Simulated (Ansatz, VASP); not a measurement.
# Two plane-wave programs on C

Contents of INCAR:

```
  PREC = Accurate
  ENCUT = 520
  EDIFF = 1E-6
  ISMEAR = 0
  SIGMA = 0.03
  LREAL = False
  LASPH = True
  NELM = 80
  ALGO = Normal
  ISIF = 2
  LWAVE = False
  LCHARG = False
  GGA = PE
  IVDW = 12
  NBANDS = 16
```

Contents of KPOINTS:

```
regular mesh
0
Gamma
  14 10 8
```

Contents of POSCAR:

```
C
1.0
   -1.2327815062      2.1341012746      0.0000000000
   -1.2327815062      0.0000000000     -3.3978816559
   -3.6983445185     -2.1341012746      0.0000000000
C
4
Direct
    0.2421712468      0.0317844304      0.9087397835
    0.7579185530     -0.0317844304      0.4245636165
    0.2470847615      0.0115365689      0.5804892643
    0.7528254387     -0.0115365689      0.0862073357
```

Input for Ansatz:

```yaml
crystal:
  lattice:
    - [-1.2327815062, 2.1341012746, 0.0]
    - [-1.2327815062, 0.0, -3.3978816559]
    - [-3.6983445185, -2.1341012746, 0.0]
  atoms:
    - { symbol: C, position: [0.2421712468, 0.0317844304, 0.9087397835] }
    - { symbol: C, position: [0.757918553, -0.0317844304, 0.4245636165] }
    - { symbol: C, position: [0.2470847615, 0.0115365689, 0.5804892643] }
    - { symbol: C, position: [0.7528254387, -0.0115365689, 0.0862073357] }
basis:
  ecutwfc: 520.0
kpoints:
  mp_grid: { grid: [14, 10, 8] }
hamiltonian:
  xc: pbe
  pseudopotentials: { kind: paw, azcp: { folder: soft_1 } }
  dispersion: d3bj
scf:
  occupations: { method: gaussian, width: 0.03 }
output:
  forces: true
  stress: true
  eigenvalues: true
```

Change from the starting cell: mode 4 frozen in at -0.034 Å and mode 6 at -0.074 Å (largest displacements).

Alike in both runs: task single point; functional PBE; dispersion D3(BJ); k mesh 14 × 10 × 8; occupations gaussian, width 0.03 eV; no spin polarisation.

|  | VASP | Ansatz |
| --- | --- | --- |
| version | VASP 6.6.1 | Ansatz 0.2.0 |
| potentials or method | VASP PAW PBE potentials, release 64 (C), cutoff 520 eV | scalar-relativistic, plane waves, PAW |
| valence electrons in the cell | 16 | 16 |

Ansatz gave:

* gap on the k mesh at the Fermi level (eV): 0.45
* least direct gap on the mesh (eV): 0.56
* pressure (GPa): -1.9
* traceless stress, the component that is largest in VASP (GPa): 0.13
* rms of the force components (eV/Å): 0.797

Task: Estimate VASP's values.

Result: gap on the k mesh at the Fermi level (eV): 0.45; least direct gap on the mesh (eV): 0.56; pressure (GPa): -1.5; traceless stress, the component that is largest in VASP (GPa): -0.39; rms of the force components (eV/Å): 0.793.

Atom by atom the forces differ by 0.004 eV/Å (rms over components).
